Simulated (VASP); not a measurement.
# NaB (Fm-3m) in VASP: a series of runs, part 2 of 2

VASP 6.6.1. The steps go on from the part before.

## (5) Single point, PBE

This run uses another cell than the first one, of 19.33 Å³/atom, 0.787 times its volume.

Input file INCAR:

```
SYSTEM = NaB
  ALGO = Normal
  EDIFF = 1E-6
  ENCUT = 520
  GGA = PE
  ISIF = 2
  ISMEAR = 0
  LASPH = .True.
  LCHARG = .True.
  LELF = .True.
  LREAL = .False.
  LVHAR = .True.
  LWAVE = .False.
  NBANDS = 12
  NELM = 100
  PREC = Accurate
  SIGMA = 0.1
```

Input file KPOINTS:

```
k-points
0
Gamma
  8 8 8
  0 0 0
```

Input file POSCAR:

```
NaB
1.0
    0.0000000000      2.6838690000      2.6838690000
    2.6838690000      0.0000000000      2.6838690000
    2.6838690000      2.6838690000      0.0000000000
Na B
1 1
Direct
    0.0000000000      0.0000000000      0.0000000000
    0.5000000000      0.5000000000      0.5000000000
```

Potentials or basis: VASP PAW PBE potentials, release 64 (Na_pv, B).

On the command line:

```console
cat potpaw_PBE.64/Na_pv/POTCAR potpaw_PBE.64/B/POTCAR > POTCAR
mpirun -np 1 vasp_std > vasp.out
```

OUTCAR:

```text
SYSTEM = NaB
   EDIFF = 1E-6
   ENCUT = 520
   GGA = PE
   ISIF = 2
   ISMEAR = 0
   LASPH = .True.
   LREAL = .False.
   NELM = 100
   PREC = Accurate

 ion  position               nearest neighbor table
   1  0.000  0.000  0.000-
   2  0.500  0.500  0.500-

  LATTYP: Found a face centered cubic cell.
 ALAT       =     5.3677380000

  Lattice vectors:

 A1 = (   0.0000000000,   2.6838690000,   2.6838690000)
 A2 = (   2.6838690000,   0.0000000000,   2.6838690000)
 A3 = (   2.6838690000,   2.6838690000,   0.0000000000)

Analysis of symmetry for initial positions (statically):
=====================================================================
 Subroutine PRICEL returns:
 Original cell was already a primitive cell.

 Routine SETGRP: Setting up the symmetry group for a
 face centered cubic supercell.

 Subroutine GETGRP returns: Found 48 space group operations
 (whereof 48 operations were pure point group operations)
 out of a pool of 48 trial point group operations.

The static configuration has the point symmetry O_h .

Analysis of symmetry for dynamics (positions and initial velocities):
=====================================================================
 Subroutine PRICEL returns:
 Original cell was already a primitive cell.

 Routine SETGRP: Setting up the symmetry group for a
 face centered cubic supercell.

 Subroutine GETGRP returns: Found 48 space group operations
 (whereof 48 operations were pure point group operations)
 out of a pool of 48 trial point group operations.

The dynamic configuration has the point symmetry O_h .

 Subroutine INISYM returns: Found 48 space group operations
 (whereof 48 operations are pure point group operations),
 and found     1 'primitive' translations

[... 115 lines left out ...]
  volume/ion in A,a.u.               =      19.33       130.46
  Fermi-wavevector in a.u.,A,eV,Ry     =   1.043046  1.971071 14.802394  1.087945
  Thomas-Fermi vector in A             =   2.177738
   LORBIT       =      0    0 simple, 1 ext, 2 COOP (PROOUT), +10 PAW based schemes
   GGA     = PE    functional components
   LHFCALC =     F    Hartree Fock is set to
   AEXX    =    0.0000 exact exchange contribution
   IVDW    =     0    specifies the selected vdW correction
   LEPSILON=     F    determine dielectric tensor
   LRPA    =     F    only Hartree local field effects (RPA)
 non-spin polarized calculation
 Gauss-broadening in eV      SIGMA  =   0.10
  energy-cutoff  :      520.00
  volume of cell :       38.66
 maximum number of plane-waves:      1056
   NGX = 15   NGY = 15   NGZ = 15

 number of electron      10.0000000 magnetization

 number of electron       9.9999996 magnetization

 Free energy of the ion-electron system (eV)
  ---------------------------------------------------
  ext. energy  EPLUGINS =         0.00000000
  ---------------------------------------------------
  free energy    TOTEN  =        -4.31272057 eV

  energy without entropy =       -4.30633435  energy(sigma->0) =       -4.30952746

 E-fermi :   0.7115     XC(G=0):  -8.3209

 val. band max:        0.6440553425   @ k =  -0.3750   0.3750   0.1250
 cond. band min:       0.7661786217   @ k =   0.3750   0.2500   0.1250
 fundamental gap:      0.1221232792
 Fermi energy:         0.7115131682

 k-point     1 :       0.0000    0.0000    0.0000
  band No.  band energies     occupation
      1     -22.2755      2.00000
      2     -22.2755      2.00000
      3     -22.2755      2.00000
      4      -6.4091      2.00000
      5       3.1255      0.00000
      6       3.1255      0.00000
      7       3.1255      0.00000
      8       8.1750      0.00000
      9      10.9934      0.00000
     10      10.9934      0.00000
     11      10.9934      0.00000
     12      13.2374      0.00000
[... 331 lines left out ...]
 k-point    24 :      -0.3750    0.2500    0.1250
  band No.  band energies     occupation
      1     -22.3105      2.00000
      2     -22.2902      2.00000
      3     -22.2832      2.00000
      4      -4.2514      2.00000
      5      -0.6799      2.00000
      6       1.2606      0.00000
      7       2.1210      0.00000
      8       8.9301      0.00000
      9       9.5721      0.00000
     10      11.1038      0.00000
     11      12.2284      0.00000
     12      15.1613      0.00000

 [... further k-points ...]
[... 5 lines left out ...]
  --------------------------------------------------------------------------------------
  -------------------------------------------------------------------------------------
  Total        0.0296665      0.0296665      0.0296665      0.0000000     -0.0000000     -0.0000000
  in kB        1.2293132      1.2293132      1.2293132      0.0000000     -0.0000000     -0.0000000
  external PRESSURE =       1.2293132 kB  Pullay stress =       0.0000000 kB

 VOLUME and BASIS-vectors are now :
 -----------------------------------------------------------------------------
  energy-cutoff  :      520.00
  volume of cell :       38.66
      direct lattice vectors                 reciprocal lattice vectors
     0.000000000  2.683869000  2.683869000    -0.186298214  0.186298214  0.186298214
     2.683869000  0.000000000  2.683869000     0.186298214 -0.186298214  0.186298214
     2.683869000  2.683869000  0.000000000     0.186298214  0.186298214 -0.186298214

 POSITION                                       TOTAL-FORCE (eV/Angst)
 -----------------------------------------------------------------------------------
      0.00000      0.00000      0.00000         0.000000      0.000000     -0.000000
      2.68387      2.68387      2.68387         0.000000      0.000000      0.000000
 -----------------------------------------------------------------------------------
    total drift:                               -0.000000      0.000000      0.000000

  FREE ENERGIE OF THE ION-ELECTRON SYSTEM (eV)
  ---------------------------------------------------
  free  energy   TOTEN  =        -4.3127205684 eV

  energy  without entropy=       -4.3063343543  energy(sigma->0) =       -4.30952746
```

Run time: 8 s. Hardware: 1 thread of Intel Xeon Platinum 8488C (Sapphire Rapids), shared host; peak memory 0.15 GiB.

What came out:

```yaml
Free_energy: -4.3127 eV
Pressure: 0.1 GPa
Band_gap_on_the_k_mesh: zero (band 5 reaches 3.13 eV, above the bottom of band 6 at 0.23 eV)
```
